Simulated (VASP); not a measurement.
**BP: single point with PBEsol**

The system is BP.

```xyz
2
Lattice="0.0000 2.2690 2.2690 2.2690 0.0000 2.2690 2.2690 2.2690 0.0000" Properties=species:S:1:pos:R:3 pbc="T T T"
B     0.0000    0.0000    0.0000
P     3.4035    3.4035    3.4035
```

- Program: VASP 6.6.1
- Task: single point
- Functional: PBEsol
- Potentials or basis: VASP PAW PBE potentials, release 64 (B, P)
- Cutoff: 520 eV
- k mesh: 10 × 10 × 10
- Occupations: gaussian, width 0.05 eV
- Spin: no spin polarisation

| Quantity | Value |
| --- | --- |
| Pressure | -1.9 GPa |
| Band gap on the k mesh | 1.13 eV, indirect (least direct gap 3.36 eV) |

Levels at points of the mesh, in eV from the valence-band top:
```
           k point  band 2  band 3  band 4  band 5  band 6  band 7
(0.00, 0.00, 0.00)    0.00    0.00    0.00    3.36    3.36    3.36
(0.50, 0.00, 0.00)   -9.10   -1.77   -1.77    3.73    4.65    4.65
(0.50, 0.50, 0.00)   -8.60   -4.15   -4.15    1.23    1.52   12.10
```

It took 12 s on 1 thread of Intel Xeon 8259CL (shared host), peak memory 0.14 GiB.

Caveat: the PAW data sets were made with another functional, which shifts forces and pressure a little. A k mesh can miss the band edges.
